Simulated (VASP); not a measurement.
A run of VASP 6.6.1 is set up as follows.

The input INCAR:

```
PREC     = Accurate       # precision mode
ENCUT    = 520            # plane-wave cutoff, eV
EDIFF    = 1E-6           # SCF threshold, eV
ISMEAR   = 0              # smearing method
SIGMA    = 0.1            # smearing width, eV
LREAL    = F              # projectors in reciprocal space
LASPH    = T              # aspherical terms in the spheres
NELM     = 100            # most SCF steps
ALGO     = Fast           # electronic algorithm
ISIF     = 2              # what is computed and relaxed
LWAVE    = F              # write WAVECAR
LCHARG   = F              # write CHGCAR
GGA      = PE             # functional
NBANDS   = 13             # bands
```

Contents of KPOINTS:

```
regular mesh
0
Gamma
  24 24 24
```

Contents of POSCAR:

```
BePt
1.0
    1.4170096889      0.8181109253      3.5443547595
   -1.4170096889      0.8181109253      3.5443547595
    0.0000000000     -1.6362218507      3.5443547595
Be Pt
1 1
Direct
    0.0000000000      0.0000000000      0.0000000000
    0.5000000000      0.5000000000      0.5000000000
```

Potentials or basis: VASP PAW PBE potentials, release 64 (Be, Pt).

Run with:

```console
$ cat potpaw_PBE.64/Be/POTCAR potpaw_PBE.64/Pt/POTCAR > POTCAR
$ mpirun -np 1 vasp_std > vasp.out
```

**Question.** Predict the band gap on the k mesh.

**Answer.** Zero (band 6 reaches 10.39 eV, above the bottom of band 7 at 7.13 eV).

**Question.** Estimate the pressure.

**Answer.** -0.1 GPa.

Stress tensor (GPa, compression positive):
```
-0.16  0.00  0.00
 0.00 -0.16  0.00
 0.00  0.00 -0.02
```

Caveat: spin-orbit coupling is left out, which moves the levels of the heavy elements.
